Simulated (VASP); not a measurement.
# Ti in VASP: a series of runs, part 2 of 2

VASP 6.6.1.

## Step 3: Single point, PBEsol

Contents of INCAR:

```
PREC = Accurate ; ENCUT = 520
EDIFF = 1E-6 ; ISMEAR = -1
SIGMA = 0.15 ; LREAL = F
LASPH = T ; NELM = 80
ALGO = Normal ; ISIF = 2
LWAVE = F ; LCHARG = F
GGA = PS ; NBANDS = 12
```

Contents of KPOINTS:

```
Automatic mesh
0
Gamma
  15 15 15
```

Contents of POSCAR:

```
Ti
1.0
   -1.6902300000      1.6410000000      1.6410000000
    1.6410000000     -1.6902300000      1.6410000000
    1.6410000000      1.6410000000     -1.6902300000
Ti
1
Direct
    0.0000000000      0.0000000000      0.0000000000
```

Potentials or basis: VASP PAW PBE potentials, release 64 (Ti_sv).

Launch:

```sh
$ cat potpaw_PBE.64/Ti_sv/POTCAR > POTCAR
$ mpirun -np 1 vasp_std > vasp.out
```

OUTCAR:

```text
PREC = Accurate
   ENCUT = 520
   EDIFF = 1E-6
   ISMEAR = -1
   LREAL = F
   LASPH = T
   NELM = 80
   ISIF = 2
   GGA = PS

 ion  position               nearest neighbor table
   1  0.000  0.000  0.000-

  LATTYP: Found a trigonal (rhomboedric) cell.
 ALAT       =     2.8709997306
 COS(alpha) =    -0.3463033748

  Lattice vectors:

 A1 = (  -1.6902300000,   1.6410000000,   1.6410000000)
 A2 = (   1.6410000000,  -1.6902300000,   1.6410000000)
 A3 = (   1.6410000000,   1.6410000000,  -1.6902300000)

Analysis of symmetry for initial positions (statically):
=====================================================================
 Subroutine PRICEL returns:
 Original cell was already a primitive cell.

 Routine SETGRP: Setting up the symmetry group for a
 trigonal (rhombohedral) supercell.

 Subroutine GETGRP returns: Found 12 space group operations
 (whereof 12 operations were pure point group operations)
 out of a pool of 12 trial point group operations.

The static configuration has the point symmetry D_3d.

Analysis of symmetry for dynamics (positions and initial velocities):
=====================================================================
 Subroutine PRICEL returns:
 Original cell was already a primitive cell.

 Routine SETGRP: Setting up the symmetry group for a
 trigonal (rhombohedral) supercell.

 Subroutine GETGRP returns: Found 12 space group operations
 (whereof 12 operations were pure point group operations)
 out of a pool of 12 trial point group operations.

The dynamic configuration has the point symmetry D_3d.

 Subroutine INISYM returns: Found 12 space group operations
 (whereof 12 operations are pure point group operations),
 and found     1 'primitive' translations

----------------------------------------------------------------------------------------

                                     Primitive cell

  volume of cell :      17.6640

  direct lattice vectors                    reciprocal lattice vectors
    -1.690230000  1.641000000  1.641000000     0.009284209  0.309473628  0.309473628
     1.641000000 -1.690230000  1.641000000     0.309473628  0.009284209  0.309473628
     1.641000000  1.641000000 -1.690230000     0.309473628  0.309473628  0.009284209

  length of vectors
     2.870999731  2.870999731  2.870999731     0.437760265  0.437760265  0.437760265

  position of ions in fractional coordinates (direct lattice)
     0.000000000  0.000000000  0.000000000

  ion indices of the primitive-cell ions
   primitive index   ion index
                 1           1

----------------------------------------------------------------------------------------

 KPOINTS: Automatic mesh

Automatic generation of k-mesh.
 Grid dimensions read from file:
 generate k-points for:   15   15   15

 Generating k-lattice:

  Cartesian coordinates                     Fractional coordinates (reciprocal lattice)
     0.000618947  0.020631575  0.020631575     0.066666667  0.000000000  0.000000000
     0.020631575  0.000618947  0.020631575     0.000000000  0.066666667  0.000000000
     0.020631575  0.020631575  0.000618947     0.000000000  0.000000000  0.066666667

  Length of vectors
     0.029184018  0.029184018  0.029184018

  Shift w.r.t. Gamma in fractional coordinates (k-lattice)
     0.000000000  0.000000000  0.000000000

 Subroutine IBZKPT returns following result:
 ===========================================

 Found    344 irreducible k-points:

 Following reciprocal coordinates:
            Coordinates               Weight
  0.000000  0.000000  0.000000      1.000000
  0.066667  0.000000  0.000000      6.000000
  0.133333  0.000000  0.000000      6.000000
  0.200000  0.000000  0.000000      6.000000
  0.266667  0.000000  0.000000      6.000000
  0.333333  0.000000  0.000000      6.000000
[... 16 lines left out ...]
  0.133333  0.133333  0.000000      6.000000
  0.200000  0.133333  0.000000     12.000000
 [... further k-points ...]
   k-points           NKPTS =    344   k-points in BZ     NKDIM =    344   number of bands    NBANDS=     12
   number of dos      NEDOS =    301   number of ions     NIONS =      1
   total plane-waves  NPLWV =  13824
   dimension x,y,z NGX =    24 NGY =   24 NGZ =   24
   dimension x,y,z NGXF=    48 NGYF=   48 NGZF=   48
   ions per type =               1
   NGX,Y,Z   is equivalent  to a cutoff of  13.90, 13.90, 13.90 a.u.
   NGXF,Y,Z  is equivalent  to a cutoff of  27.79, 27.79, 27.79 a.u.
 SYSTEM =  unknown system
   PREC   = accura    normal or accurate (medium, high low for compatibility)
   ISTART =      0    job   : 0-new  1-cont  2-samecut
   ICHARG =      2    charge: 1-file 2-atom 10-const
   ISPIN  =      1    spin polarized calculation?
   LNONCOLLINEAR =      F non collinear calculations
   LSORBIT =      F    spin-orbit coupling
   LASPH  =      T    aspherical Exc in radial PAW
   ENCUT  =  520.0 eV  38.22 Ry    6.18 a.u.   5.34  5.34  5.34*2*pi/ulx,y,z
   NELM   =     80;   NELMIN=  2; NELMDL= -5     # of ELM steps
   EDIFF  = 0.1E-05   stopping-criterion for ELM
   LREAL  =      F    real-space projection
   EDIFFG = 0.1E-04   stopping-criterion for IOM
   NSW    =      0    number of steps for IOM
   IBRION =     -1    ionic relax: 0-MD 1-quasi-New 2-CG
   NFREE  =      0    steps in history (QN), initial steepest desc. (CG)
   ISIF   =      2    stress and relaxation
   ISYM   =      2    0-nonsym 1-usesym 2-fastsym
   POTIM  = 0.5000    time-step for ionic-motion
   TEBEG  =    0.0;   TEEND  =   0.0 temperature during run
   PSTRESS=    0.0 pullay stress
   NELECT =      12.0000    total number of electrons
   NUPDOWN=      -1.0000    fix difference up-down
   EMIN   =  10.00;   EMAX   =-10.00  energy-range for DOS
   EFERMI =   0.00;   METHOD = LEGACY
   ISMEAR =    -1;   SIGMA  =   0.15  broadening in eV -4-tet -1-fermi 0-gaus
   EFERMI_NEDOS =   21; number of points for ismear=-14 and -15
   IALGO  =     38    algorithm
   IMIX   =      4    mixing-type and parameters
     AMIX     =   0.40;   BMIX     =  1.00
     AMIX_MAG =   1.60;   BMIX_MAG =  1.00
  volume/ion in A,a.u.               =      17.66       119.20
  Fermi-wavevector in a.u.,A,eV,Ry     =   1.439148  2.719595 28.179657  2.071146
  Thomas-Fermi vector in A             =   2.558036
   LORBIT       =      0    0 simple, 1 ext, 2 COOP (PROOUT), +10 PAW based schemes
   GGA     = PS    functional components
   LHFCALC =     F    Hartree Fock is set to
   AEXX    =    0.0000 exact exchange contribution
   IVDW    =     0    specifies the selected vdW correction
   LEPSILON=     F    determine dielectric tensor
   LRPA    =     F    only Hartree local field effects (RPA)
 non-spin polarized calculation
  energy-cutoff  :      520.00
  volume of cell :       17.66
 maximum number of plane-waves:       488
 NGX is ok and might be reduce to    24
   NGX = 11   NGY = 11   NGZ = 11

 number of electron      12.0000001 magnetization

 Free energy of the ion-electron system (eV)
  ---------------------------------------------------
  ext. energy  EPLUGINS =         0.00000000
  ---------------------------------------------------
  free energy    TOTEN  =        -8.29224217 eV

  energy without entropy =       -8.12188049  energy(sigma->0) =       -8.20706133

 E-fermi :   7.7868     XC(G=0): -11.5496

 val. band max:        7.7856277614   @ k =  -0.2000  -0.2667   0.1333
 cond. band min:       7.7884015174   @ k =  -0.3333   0.2000   0.1333
 fundamental gap:      0.0027737561
 Fermi energy:         7.7868424134

 k-point     1 :       0.0000    0.0000    0.0000
  band No.  band energies     occupation
      1     -48.5398      2.00000
      2     -24.5312      2.00000
      3     -24.5312      2.00000
      4     -24.4575      2.00000
      5       1.8701      2.00000
      6       8.4594      0.02233
      7       8.8782      0.00138
      8       8.8782      0.00138
      9      10.5246      0.00000
     10      10.5246      0.00000
     11      24.4959      0.00000
     12      25.3658      0.00000
[... 331 lines left out ...]
 k-point    24 :       0.2000    0.1333    0.0000
  band No.  band energies     occupation
      1     -48.4481      2.00000
      2     -24.9385      2.00000
      3     -24.6323      2.00000
      4     -24.5551      2.00000
      5       4.4085      2.00000
      6       7.9265      0.56535
      7       8.0783      0.25055
      8       9.9627      0.00000
      9      10.6274      0.00000
     10      10.7301      0.00000
     11      21.2807      0.00000
     12      22.2022      0.00000

 [... further k-points ...]

------------------------ aborting loop because EDIFF is reached ----------------------------------------

  FORCE on cell =-STRESS in cart. coord.  units (eV):
  Direction    XX          YY          ZZ          XY          YZ          ZX
  --------------------------------------------------------------------------------------
  -------------------------------------------------------------------------------------
  Total       -0.6525691     -0.6525691     -0.6525691      0.0943849      0.0943849      0.0943849
  in kB      -59.1898864    -59.1898864    -59.1898864      8.5609824      8.5609824      8.5609824
  external PRESSURE =     -59.1898864 kB  Pullay stress =       0.0000000 kB

 VOLUME and BASIS-vectors are now :
 -----------------------------------------------------------------------------
  energy-cutoff  :      520.00
  volume of cell :       17.66
      direct lattice vectors                 reciprocal lattice vectors
    -1.690230000  1.641000000  1.641000000     0.009284209  0.309473628  0.309473628
     1.641000000 -1.690230000  1.641000000     0.309473628  0.009284209  0.309473628
     1.641000000  1.641000000 -1.690230000     0.309473628  0.309473628  0.009284209

 POSITION                                       TOTAL-FORCE (eV/Angst)
 -----------------------------------------------------------------------------------
      0.00000      0.00000      0.00000        -0.000000      0.000000     -0.000000
 -----------------------------------------------------------------------------------
    total drift:                                0.000000      0.000000      0.000000

  FREE ENERGIE OF THE ION-ELECTRON SYSTEM (eV)
  ---------------------------------------------------
  free  energy   TOTEN  =        -8.2922421687 eV

  energy  without entropy=       -8.1218804890  energy(sigma->0) =       -8.20706133
```

OSZICAR:

```text
N       E                     dE             d eps       ncg     rms          rms(c)
DAV:   1     0.865840570375E+02    0.86584E+02   -0.65382E+03  8284   0.120E+03
DAV:   2    -0.512919676371E+01   -0.91713E+02   -0.89290E+02  8432   0.296E+02
DAV:   3    -0.939608588229E+01   -0.42669E+01   -0.42161E+01 11496   0.653E+01
DAV:   4    -0.948313235327E+01   -0.87046E-01   -0.86925E-01  9296   0.823E+00
DAV:   5    -0.948497654225E+01   -0.18442E-02   -0.18441E-02  9712   0.111E+00    0.849E+00
DAV:   6    -0.829297492060E+01    0.11920E+01   -0.27284E+00  8920   0.234E+01    0.202E+00
DAV:   7    -0.828448913744E+01    0.84858E-02   -0.77924E-02  9828   0.292E+00    0.124E+00
DAV:   8    -0.829181873567E+01   -0.73296E-02   -0.35649E-02  8596   0.231E+00    0.128E-01
DAV:   9    -0.829222232533E+01   -0.40359E-03   -0.26169E-03 10312   0.551E-01    0.778E-02
DAV:  10    -0.829226007671E+01   -0.37751E-04   -0.22621E-04  8696   0.180E-01    0.153E-02
DAV:  11    -0.829224270741E+01    0.17369E-04   -0.19020E-05  9740   0.663E-02    0.112E-02
DAV:  12    -0.829224216867E+01    0.53874E-06   -0.29107E-06  8744   0.225E-02
   1 F= -.82922422E+01 E0= -.82070613E+01  d E =-.170362E+00
```

It took 20 s on 1 thread of Intel Xeon 6975P-C (Granite Rapids), shared host; peak memory 0.19 GiB.

What came out:

```yaml
Free_energy: -8.2922 eV
Pressure: -5.9 GPa
Band_gap_on_the_k_mesh: zero (band 6 reaches 8.70 eV, above the bottom of band 7 at 7.16 eV)
```

Levels at points of the mesh, in eV from the Fermi level:
| k point | band 4 | band 5 | band 6 | band 7 | band 8 | band 9 |
| --- | --- | --- | --- | --- | --- | --- |
| (0.00, 0.00, 0.00) | -32.24 | -5.92 | 0.67 | 1.09 | 1.09 | 2.74 |

Caveat: the PAW data sets were made with another functional, which shifts forces and pressure a little.
